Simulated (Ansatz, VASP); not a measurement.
Two plane-wave programs on SbSe3

```
CELL_PARAMETERS angstrom
1.97380 1.13958 7.37489
-1.97380 1.13958 7.37489
0.00000 -2.27915 7.37489
ATOMIC_POSITIONS crystal
Sb 0.39312 0.39312 0.39312
Se 0.22217 0.22217 0.22217
Se 0.97809 0.97809 0.97809
Se 0.80512 0.80512 0.80512
```

Alike in both runs: functional PBE; k mesh 12 × 12 × 12; occupations gaussian, width 0.1 eV; no spin polarisation.

Ansatz relaxed the structure, and its values are those at the end. VASP's run is a single point on that final structure, the one shown.

```csv
,VASP,Ansatz
version,VASP 6.6.1,Ansatz 0.2.0
potentials or method,"VASP PAW PBE potentials, release 64 (Sb, Se), cutoff 520 eV","scalar-relativistic, plane waves, PAW"
valence electrons in the cell,23,63
```

```csv
,VASP,Ansatz,Ansatz less VASP
gap on the k mesh at the Fermi level (eV),none,none,-
pressure (GPa),0.0,0.0,+0.05
```

A gap of «none» marks a metal or a gap that the smearing closes. With one functional, cell and mesh, what is left measures potentials, basis and numerics. VASP's potentials hold 23 valence electrons a cell and Ansatz's 63, so a difference there can come from the potentials and not from the codes.

Neither program's run includes spin-orbit coupling.
